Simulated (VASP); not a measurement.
A run of VASP 6.6.1:

The input INCAR:

```
PREC     = Accurate       # precision mode
ENCUT    = 520            # plane-wave cutoff, eV
EDIFF    = 1E-7           # SCF threshold, eV
ISMEAR   = 0              # smearing method
SIGMA    = 0.1            # smearing width, eV
LREAL    = False          # projectors in reciprocal space
LASPH    = True           # aspherical terms in the spheres
NELM     = 100            # most SCF steps
ALGO     = Normal         # electronic algorithm
ISIF     = 2              # what is computed and relaxed
LWAVE    = False          # write WAVECAR
LCHARG   = False          # write CHGCAR
GGA      = PE             # functional
NBANDS   = 50             # bands
```

Contents of KPOINTS:

```
regular mesh
0
Gamma
  4 4 4
```

The input POSCAR:

```
GaGe2
1.0
    4.2860377920      0.0000000000      0.0000000000
    0.0000000000      4.2860377920      0.0000000000
    0.0000000000      0.0000000000      6.1702448901
Ga Ge
2 4
Direct
    0.0000000000      0.0000000000      0.0000000000
    0.5000000000      0.5000000000      0.5000000000
    0.0000000000      0.5000000000      0.2030000000
    0.0000000000      0.5000000000      0.7030000000
    0.5000000000      0.0000000000      0.2970000000
    0.5000000000      0.0000000000      0.7970000000
```

Potentials or basis: VASP PAW PBE potentials, release 64 (Ga_d, Ge_d).

Run with:

```sh
$ cat potpaw_PBE.64/Ga_d/POTCAR potpaw_PBE.64/Ge_d/POTCAR > POTCAR
$ mpirun -np 1 vasp_std > vasp.out
```

Hardware: 1 thread of Intel(R) Xeon(R) Platinum 8259CL CPU @ 2.50GHz (Skylake/Cascade Lake), on a shared host.

Estimate the wall time of this run.

It took 73 s on 1 thread of Intel(R) Xeon(R) Platinum 8259CL CPU @ 2.50GHz (Skylake/Cascade Lake), with other jobs on the host, peak memory 0.26 GiB. Counts: scf iterations 15, k points 18.
